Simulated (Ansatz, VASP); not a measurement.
## Ca2Zr2N in VASP and in Ansatz

```
Ca Zr N
1.0
     5.97579    0.00000    0.00000
    -2.98789    5.17518    0.00000
     0.00000    0.00000    6.64062
Ca Zr N
2 2 1
Direct
  0.33333 0.66667 0.00000
  0.66667 0.33333 0.00000
  0.00000 0.00000 0.78588
  0.00000 0.00000 0.21412
  0.00000 0.00000 0.50000
```

Alike in both runs: functional PBE; k mesh 6 × 6 × 6; occupations gaussian, width 0.1 eV; no spin polarisation.

Ansatz relaxed the structure, and its values are those at the end. VASP's run is a single point on that final structure, the one shown.

|  | VASP | Ansatz |
| --- | --- | --- |
| version | VASP 6.6.1 | Ansatz 0.2.0 |
| potentials or method | VASP PAW PBE potentials, release 64 (Ca_sv, Zr_sv, N), cutoff 520 eV | scalar-relativistic, plane waves, PAW |
| valence electrons in the cell | 49 | 49 |

|  | VASP | Ansatz | Ansatz less VASP |
| --- | --- | --- | --- |
| gap on the k mesh at the Fermi level (eV) | none | none | - |
| pressure (GPa) | 0.1 | 0.0 | -0.05 |
| rms of the force components (eV/Å) | 0.026 | 0.002 | -0.0234 |

A gap of «none» marks a metal or a gap that the smearing closes.
